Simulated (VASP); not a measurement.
Input of a VASP 6.6.1 run:

INCAR

```
PREC     = Accurate       # precision mode
ENCUT    = 520            # plane-wave cutoff, eV
EDIFF    = 1E-6           # SCF threshold, eV
ISMEAR   = -1             # smearing method
SIGMA    = 0.05           # smearing width, eV
LREAL    = False          # projectors in reciprocal space
LASPH    = True           # aspherical terms in the spheres
NELM     = 60             # most SCF steps
ALGO     = Normal         # electronic algorithm
ISIF     = 2              # what is computed and relaxed
LWAVE    = False          # write WAVECAR
LCHARG   = False          # write CHGCAR
GGA      = PE             # functional
NBANDS   = 19             # bands
```

KPOINTS

```
regular mesh
0
Gamma
  11 11 11
```

File POSCAR:

```
TiO2
1.0
    0.0000000000      2.4149992214      2.4149992214
    2.4149992214      0.0000000000      2.4149992214
    2.4149992214      2.4149992214      0.0000000000
Ti O
1 2
Direct
    0.0000000000      0.0000000000      0.0000000000
    0.2500000000      0.2500000000      0.2500000000
    0.7500000000      0.7500000000      0.7500000000
```

Potentials or basis: VASP PAW PBE potentials, release 64 (Ti_sv, O).

The run is started by

```console
$ cat potpaw_PBE.64/Ti_sv/POTCAR potpaw_PBE.64/O/POTCAR > POTCAR
$ mpirun -np 1 vasp_std > vasp.out
```

Problem. Predict the band gap on the k mesh.

Solution. 1.15 eV (least direct gap 1.84 eV).

Problem. Estimate the pressure.

Solution. 0.8 GPa.

Caveat: an odd mesh through Γ misses points on the zone boundary, where band edges can lie.
